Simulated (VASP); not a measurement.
Write the native input for VASP 6.6.1 that does the following.

```yaml
Task: relaxation of cell and atoms
Functional: PBE
Potentials_or_basis: VASP PAW PBE potentials, release 64 (K_sv, Ag)
Cutoff: 600 eV
k_mesh: 12 × 12 × 8
Occupations: gaussian, width 0.01 eV
Spin: no spin polarisation
Dipole_correction: no
Further_INCAR_settings: ALGO = Normal; EDIFF = 1e-06; IBRION = 2; EDIFFG = -0.01; NSW = 100; ISIF = 3
```

The structure of KAg lies in POSCAR:

```
KAg
1.0
    4.7034484714      0.0000000000      0.0000000000
   -2.3517242357      4.0733058616      0.0000000000
    0.0000000000      0.0000000000      4.4685485266
K Ag
1 1
Direct
    0.0000000000      0.0000000000      0.0000000000
    0.6666666667      0.3333333333      0.5000000000
```

One way to write it, as run:

INCAR

```
SYSTEM = KAg
ALGO = Normal
EDIFF = 1E-6
EDIFFG = -0.01
ENCUT = 600
GGA = PE
IBRION = 2
ISIF = 3
ISMEAR = 0
LASPH = .TRUE.
LCHARG = .FALSE.
LREAL = .FALSE.
LWAVE = .FALSE.
NELM = 100
NSW = 100
PREC = Accurate
SIGMA = 0.01
```

KPOINTS

```
k-points
0
G
  12 12 8
  0 0 0
```

Potentials or basis: VASP PAW PBE potentials, release 64 (K_sv, Ag).

The run is started by

```bash
$ cat potpaw_PBE.64/K_sv/POTCAR potpaw_PBE.64/Ag/POTCAR > POTCAR
$ mpirun -np 1 vasp_std > vasp.out
```

Results of the run:

The relaxed volume is 42.95 Å³/atom, the relaxed cell is a = 4.763 Å, b = 4.763 Å, c = 4.373 Å, α = 90.00°, β = 90.00°, γ = 120.00° and the space group after relaxing (to 0.05 Å) is P-6m2 (No. 187). The energy gained by relaxing is 1.1 meV/atom, the ionic steps are 5 and the pressure after relaxing is 0.0 GPa. The band gap on the k mesh is 0.19 eV, indirect (least direct gap 1.32 eV).

Run time: 9.3 min on 1 thread of Oxide Virtual Turin-like Processor, on a shared host, peak memory 0.32 GiB.
